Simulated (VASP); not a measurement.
Zn:

```
CELL_PARAMETERS angstrom
4.19983 0.00000 0.00000
-2.09992 3.63716 0.00000
0.00000 0.00000 5.22322
ATOMIC_POSITIONS crystal
Zn 0.00000 0.00000 0.25000
Zn 0.00000 0.00000 0.75000
Zn 0.33333 0.66667 0.75000
Zn 0.66667 0.33333 0.25000
```

| Property | Result |
| --- | --- |
| Program | VASP 6.6.1 |
| Task | relaxation of cell and atoms |
| Functional | PBEsol |
| Potentials or basis | VASP PAW PBE potentials, release 64 (Zn) |
| Cutoff | 600 eV |
| k mesh | 6 × 6 × 4 |
| Occupations | gaussian, width 0.1 eV |
| Spin | no spin polarisation |

At the start: pressure -0.6 GPa; volume 19.95 Å³/atom.

Task: How do energy, volume and symmetry change on relaxing?

Result: Over 10 steps the energy falls by 49.2 meV/atom and the volume is 18.63 Å³/atom (-6.6 %); space group P6_3/mmc (No. 194, to 0.1 Å) before and after.

Step by step:
| step | energy change (eV) | largest force (eV/Å) | pressure (GPa) | volume (Å³) |
| --- | --- | --- | --- | --- |
| 1 | 0.0000 | 0.0000 | -0.60 | 79.79 |
| 2 | -0.0643 | 0.0000 | -1.18 | 78.89 |
| 3 | -0.1889 | 0.0000 | -1.11 | 76.46 |
| 4 | -0.1819 | 0.0000 | -0.46 | 75.54 |
| 5 | -0.1914 | 0.0000 | -1.03 | 76.23 |
| 6 | -0.1918 | 0.0000 | -0.93 | 76.12 |
| 7 | -0.1960 | 0.0000 | 0.24 | 74.12 |
| 8 | -0.1965 | 0.0000 | -0.01 | 74.54 |
| 9 | -0.1965 | 0.0000 | -0.05 | 74.58 |
| 10 | -0.1970 | 0.0000 | 0.02 | 74.52 |

Final structure:
```yaml
crystal:
  lattice:
    - [4.29770, 0.00000, 0.00000]
    - [-2.14885, 3.72192, 0.00000]
    - [0.00000, 0.00000, 4.65852]
  atoms:
    - { symbol: Zn, position: [0.00000, 0.00000, 0.25000] }
    - { symbol: Zn, position: [0.00000, 0.00000, 0.75000] }
    - { symbol: Zn, position: [0.33333, 0.66667, 0.75000] }
    - { symbol: Zn, position: [0.66667, 0.33333, 0.25000] }
```

Caveat: the PAW data sets were made with another functional, which shifts forces and pressure a little.
